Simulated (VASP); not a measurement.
Input of a VASP 6.6.1 run:

File INCAR:

```
SYSTEM = MgO
ALGO = Normal
EDIFF = 1E-6
ENCUT = 840
GGA_COMPAT = .FALSE.
ISIF = 2
ISMEAR = 0
LASPH = .TRUE.
LCHARG = .FALSE.
LREAL = .FALSE.
LWAVE = .FALSE.
NBANDS = 15
NELM = 120
PREC = Accurate
SIGMA = 0.01
```

File KPOINTS:

```
k-points
0
G
  8 8 8
  0 0 0
```

The input POSCAR:

```
MgO
1.0
    0.0000000000      2.1061000000      2.1061000000
    2.1061000000      0.0000000000      2.1061000000
    2.1061000000      2.1061000000      0.0000000000
Mg O
1 1
Direct
    0.0000000000      0.0000000000      0.0000000000
    0.5000000000      0.5000000000      0.5000000000
```

Potentials or basis: VASP PAW LDA potentials, release 64 (Mg_sv, O).

Launch:

```sh
$ cat potpaw_LDA.64/Mg_sv/POTCAR potpaw_LDA.64/O/POTCAR > POTCAR
$ mpirun -np 1 vasp_std > vasp.out
```

Question: Estimate the band gap on the k mesh.

Answer: 4.67 eV.

Question: Predict the pressure.

Answer: -5.6 GPa.

Caveat: the cell stands under tension. As with any semilocal functional, this LDA gap is likely too small.
